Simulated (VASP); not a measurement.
Crystal: ZrO2.

```
Zr O
1.0
     0.00000    2.54471    2.54471
     2.54471    0.00000    2.54471
     2.54471    2.54471    0.00000
Zr O
1 2
Direct
  0.00000 0.00000 0.00000
  0.25000 0.25000 0.25000
  0.75000 0.75000 0.75000
```

Base run:

- Program: VASP 6.6.1
- Functional: r2SCAN
- Potentials or basis: VASP PAW PBE potentials, release 64 (Zr_sv, O)
- Cutoff: 660 eV
- k mesh: 8 × 8 × 8
- Occupations: gaussian, width 0.01 eV
- Spin: no spin polarisation

Its results: band gap on the k mesh 3.87 eV (least direct gap 4.28 eV); pressure 0.0 GPa.

Task: The run is repeated on the same cell with these changes: functional from r2SCAN to PBE; cutoff from 660 eV to 600 eV. What comes out?

Result: Band gap on the k mesh 3.36 eV (least direct gap 3.80 eV); pressure 3.9 GPa.

Caveats: the PAW data sets were made with another functional, which shifts forces and pressure a little (at least some runs); the cell stands under pressure (at least some runs).

A k mesh can miss the band edges.
